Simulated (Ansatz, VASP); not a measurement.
## One calculation of Ni, two programs

```
CELL_PARAMETERS angstrom
0.00000 3.53600 3.53600
1.76800 0.00000 1.76800
1.76800 1.76800 0.00000
ATOMIC_POSITIONS crystal
Ni 0.00000 0.00000 0.00000
Ni 0.50000 0.00000 0.00000
```

Alike in both runs: task single point; functional PBE; k mesh 7 × 14 × 14; occupations gaussian, width 0.1 eV; collinear spin.

```csv
,VASP,Ansatz
version,VASP 6.6.1,Ansatz 0.2.0
potentials or method,"VASP PAW PBE potentials, release 64 (Ni), cutoff 600 eV","PAW, plane waves, scalar-relativistic"
valence electrons in the cell,20,36
```

Ansatz gave:

* pressure (GPa): -2.8
* net moment per atom (μB): 0.63
* size of the moment on the site where the two differ most (μB): 0.67

Q: Which values does VASP return?

A: Pressure (GPa): -3.0; net moment per atom (μB): 0.60; size of the moment on the site where the two differ most (μB): 0.62.

Site moments also hang on the region over which each program counts them. VASP's potentials hold 20 valence electrons a cell and Ansatz's 36, so a difference there can come from the potentials and not from the codes.
